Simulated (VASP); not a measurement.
Set up this calculation in VASP 6.6.1, as the native input.

```yaml
Task: single point
Functional: PBE
Potentials_or_basis: VASP PAW PBE potentials, release 64 (Cd, Se)
Cutoff: 520 eV
k_mesh: 8 × 8 × 8
Occupations: gaussian, width 0.026 eV
Spin: no spin polarisation
Dipole_correction: no
Further_INCAR_settings: ALGO = Normal; EDIFF = 1e-06; NBANDS = 16
```

The structure of CdSe lies in POSCAR:

```
CdSe
1.0
    0.0000000000      3.0702711986      3.0702711986
    3.0702711986      0.0000000000      3.0702711986
    3.0702711986      3.0702711986      0.0000000000
Cd Se
1 1
Direct
    0.0000000000      0.0000000000      0.0000000000
    0.2500000000      0.2500000000      0.2500000000
```

One way to write it, as run:

INCAR

```
SYSTEM = CdSe
ALGO = Normal
EDIFF = 1E-6
ENCUT = 520
GGA = PE
ISIF = 2
ISMEAR = 0
LASPH = .True.
LCHARG = .False.
LREAL = .False.
LWAVE = .False.
NBANDS = 16
NELM = 100
PREC = Accurate
SIGMA = 0.026000000000000002
```

KPOINTS

```
k-points
0
Gamma
  8 8 8
  0 0 0
```

Potentials or basis: VASP PAW PBE potentials, release 64 (Cd, Se).

Run with:

```console
$ cat potpaw_PBE.64/Cd/POTCAR potpaw_PBE.64/Se/POTCAR > POTCAR
$ mpirun -np 1 vasp_std > vasp.out
```

It gave:

```
Pressure               : 1.6 GPa
Band gap on the k mesh : 0.55 eV
```

Run time: 23 s on 1 thread of Intel Xeon 8259CL, with other jobs on the host, peak memory 0.18 GiB.
